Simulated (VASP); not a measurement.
A run of VASP 6.6.1 is set up as follows.

Contents of INCAR:

```
SYSTEM = Zn2SiN
ALGO = Normal
EDIFF = 1E-6
ENCUT = 600
GGA = PE
GGA_COMPAT = .FALSE.
ISIF = 2
ISMEAR = 0
LASPH = .TRUE.
LCHARG = .FALSE.
LREAL = .FALSE.
LWAVE = .FALSE.
NBANDS = 24
NELM = 120
PREC = Accurate
SIGMA = 0.1
```

The input KPOINTS:

```
k-points
0
G
  6 6 4
  0 0 0
```

Contents of POSCAR:

```
Zn2SiN
1.0
    3.3094977800      0.0000000000      0.0000000000
   -1.6547488900      2.8661091500      0.0000000000
    0.0000000000      0.0000000000      5.4084807100
Zn Si N
2 1 1
Direct
    0.3333333300      0.6666666700      0.2490769000
    0.6666666700      0.3333333300      0.7509231000
    0.0000000000      0.0000000000      0.5000000000
    0.0000000000      0.0000000000      0.0000000000
```

Potentials or basis: VASP PAW PBE potentials, release 64 (Zn, Si, N).

The run is started by

```console
$ cat potpaw_PBE.64/Zn/POTCAR potpaw_PBE.64/Si/POTCAR potpaw_PBE.64/N/POTCAR > POTCAR
$ mpirun -np 1 vasp_std > vasp.out
```

Problem. Predict the largest force.

Solution. 3.609 eV/Å.

Problem. Estimate the pressure.

Solution. 10.4 GPa.

Problem. Predict the band gap on the k mesh.

Solution. Zero (an odd number of electrons rules out a gap without spin polarisation).

Stress tensor (GPa, compression positive):
```
14.15  0.00  0.00
 0.00 14.15  0.00
 0.00  0.00  3.04
```

Caveat: the k points lie up to 0.37 Å⁻¹ apart, too coarse for converged energies and pressures of a metal; an odd number of electrons without spin polarisation forces a metal; a magnetic or distorted state may lie lower.
